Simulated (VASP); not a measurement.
Write the native input for VASP 6.6.1 that does the following.

```
Task                   : single point
Functional             : PBE
Potentials or basis    : VASP PAW PBE potentials, release 64 (Si, Ge_d)
Cutoff                 : 520 eV
k mesh                 : 12 × 12 × 2
Occupations            : gaussian, width 0.1 eV
Spin                   : no spin polarisation
Dipole correction      : no
Further INCAR settings : ALGO = Normal; EDIFF = 1e-06; NBANDS = 71
```

The structure of SiGe4 lies in POSCAR:

```
SiGe4
1.0
    3.1962489170      0.0000000000      0.0000000000
   -1.5981244585      2.7680327589      0.0000000000
    0.0000000000      0.0000000000     21.4655514236
Si Ge
2 8
Direct
    0.3333333333      0.6666666667      0.9619258805
    0.6666666667      0.3333333333      0.0380741195
    0.3333333333      0.6666666667      0.7669801107
    0.3333333333      0.6666666667      0.1280443405
    0.3333333333      0.6666666667      0.3388174653
    0.3333333333      0.6666666667      0.5532098545
    0.6666666667      0.3333333333      0.8719556595
    0.6666666667      0.3333333333      0.2330198893
    0.6666666667      0.3333333333      0.4467901455
    0.6666666667      0.3333333333      0.6611825347
```

These files were run (other wordings do the same):

INCAR

```
SYSTEM = SiGe4
  PREC = Accurate
  ENCUT = 520
  EDIFF = 1E-6
  ISMEAR = 0
  SIGMA = 0.1
  LREAL = .False.
  LASPH = .True.
  NELM = 100
  ALGO = Normal
  ISIF = 2
  LWAVE = .False.
  LCHARG = .True.
  GGA = PE
  LELF = .True.
  LVHAR = .True.
  NBANDS = 71
```

KPOINTS

```
Automatic mesh
0
Gamma
  12 12 2
  0 0 0
```

Potentials or basis: VASP PAW PBE potentials, release 64 (Si, Ge_d).

The run is started by

```sh
$ cat potpaw_PBE.64/Si/POTCAR potpaw_PBE.64/Ge_d/POTCAR > POTCAR
$ mpirun -np 1 vasp_std > vasp.out
```

It gave:

```
Pressure               : 0.1 GPa
Largest force          : 0.004 eV/Å
Band gap on the k mesh : zero (bands 60 and 61 overlap by 7.02 eV)
```

Run time: 4 min on 1 thread of Intel(R) Xeon(R) 6975P-C (Granite Rapids), with other jobs on the host, peak memory 0.51 GiB.
